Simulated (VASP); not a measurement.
Input of a VASP 6.6.1 run:

INCAR

```
SYSTEM = SiC
PREC     = Accurate       ! precision mode
ENCUT    = 600            ! plane-wave cutoff, eV
EDIFF    = 1E-8           ! SCF threshold, eV
ISMEAR   = 0              ! smearing method
SIGMA    = 0.01           ! smearing width, eV
LREAL    = .FALSE.        ! projectors in reciprocal space
LASPH    = .TRUE.         ! aspherical terms in the spheres
NELM     = 80             ! most SCF steps
ALGO     = Normal         ! electronic algorithm
ISIF     = 3              ! what is computed and relaxed
LWAVE    = .FALSE.        ! write WAVECAR
LCHARG   = .TRUE.         ! write CHGCAR
IBRION   = 6              ! ionic algorithm
NFREE    = 2            
POTIM    = 0.015          ! step
NSW      = 1              ! ionic steps
```

The input KPOINTS:

```
Automatic mesh
0
G
  8 8 6
  0 0 0
```

POSCAR

```
SiC
1.0
    2.9981874674      0.0000000000      0.0000000000
   -1.4990937337      2.5965065120      0.0000000000
    0.0000000000      0.0000000000      4.9177031311
Si C
2 2
Direct
    0.3333333333      0.6666666667      0.0046098365
    0.6666666667      0.3333333333      0.5046098365
    0.3333333333      0.6666666667      0.3803901635
    0.6666666667      0.3333333333      0.8803901635
```

Potentials or basis: VASP PAW LDA potentials, release 64 (Si, C).

Launch:

```bash
$ cat potpaw_LDA.64/Si/POTCAR potpaw_LDA.64/C/POTCAR > POTCAR
$ mpirun -np 1 vasp_std > vasp.out
```

(1) Estimate the Voigt bulk modulus.

(2) Predict the highest phonon frequency at Γ, LO-TO splitting left out.

## Answers

(1) 271 GPa.

(2) 900 cm⁻¹.

Caveat: the cell is under stress, which shifts elastic constants.
